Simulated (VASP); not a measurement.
Wanted: the native input for a VASP 6.6.1 run.

* Task: single point
* Functional: PBEsol
* Potentials or basis: VASP PAW PBE potentials, release 64 (Al, Sn_d, I)
* Cutoff: 520 eV
* k mesh: 4 × 4 × 2
* Occupations: fermi-dirac, width 0.05 eV
* Spin: no spin polarisation
* Dipole correction: no
* Further INCAR settings: ALGO = Normal; EDIFF = 1e-06; NBANDS = 35

The structure of AlSnI5 lies in POSCAR:

```
AlSnI5
1.0
    7.0056138064     -1.0722837245     -0.9267789391
   -1.0723701931      6.5857987392      1.0287221048
   -1.3450241289      1.4534300050      7.1971847001
Al Sn I
1 1 5
Direct
    0.8406359354      0.6948132888      0.0941668545
   -0.1770984272     -0.0374242939      0.5354070334
    0.0569267166      0.4858925235      0.4091068464
   -0.3043482767      0.4924722147      0.8297600488
    0.5525890399     -0.2287872330      0.1687974799
    0.4729496066      0.0782938219      0.5148464203
    0.0708233791      0.0594304923     -0.0503874617
```

The input as run:

INCAR

```
SYSTEM = AlSnI5
  PREC = Accurate
  ENCUT = 520
  EDIFF = 1E-6
  ISMEAR = -1
  SIGMA = 0.05
  LREAL = .FALSE.
  LASPH = .TRUE.
  NELM = 60
  ALGO = Normal
  ISIF = 2
  LWAVE = .FALSE.
  LCHARG = .FALSE.
  GGA = PS
  NBANDS = 35
```

KPOINTS

```
Automatic mesh
0
G
  4 4 2
  0 0 0
```

Potentials or basis: VASP PAW PBE potentials, release 64 (Al, Sn_d, I).

The run is started by

```bash
$ cat potpaw_PBE.64/Al/POTCAR potpaw_PBE.64/Sn_d/POTCAR potpaw_PBE.64/I/POTCAR > POTCAR
$ mpirun -np 1 vasp_std > vasp.out
```

Results of the run:

| Quantity | Value |
| --- | --- |
| Pressure | 0.0 GPa |
| Largest force | 0.018 eV/Å |
| Band gap on the k mesh | 2.81 eV (least direct gap 2.85 eV) |

Caveat: the k points lie up to 0.43 Å⁻¹ apart; the PAW data sets were made with another functional, which shifts forces and pressure a little; spin-orbit coupling is left out, which moves the levels of the heavy elements.

Wall time 8.4 min on 1 thread of Intel Xeon 8259CL (shared host), peak memory 0.49 GiB.
